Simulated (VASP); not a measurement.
A run of VASP 6.6.1 is set up as follows.

File INCAR:

```
SYSTEM = HgTe
PREC = Accurate
ENCUT = 520
EDIFF = 1E-8
ISMEAR = -1
SIGMA = 0.03
LREAL = .False.
LASPH = .True.
NELM = 80
ALGO = Normal
ISIF = 2
LWAVE = .False.
LCHARG = .False.
LEFG = .True.
NBANDS = 16
```

Contents of KPOINTS:

```
regular mesh
0
Gamma
  11 11 11
  0 0 0
```

POSCAR

```
HgTe
1.0
    0.0000000000      3.2235000000      3.2235000000
    3.2235000000      0.0000000000      3.2235000000
    3.2235000000      3.2235000000      0.0000000000
Hg Te
1 1
Direct
    0.0000000000      0.0000000000      0.0000000000
    0.7500000000      0.7500000000      0.7500000000
```

Potentials or basis: VASP PAW LDA potentials, release 64 (Hg, Te).

Launch:

```sh
$ cat potpaw_LDA.64/Hg/POTCAR potpaw_LDA.64/Te/POTCAR > POTCAR
$ mpirun -np 1 vasp_std > vasp.out
```

Task: Estimate the pressure.

Result: 0.0 GPa.

Task: Predict the band gap on the k mesh.

Result: Zero (filled and empty bands touch).

Caveat: without QUAD_EFG the Cq values of the log hold for a quadrupole moment of 1 mb, not for the nuclei; spin-orbit coupling is left out, which moves the levels of the heavy elements.
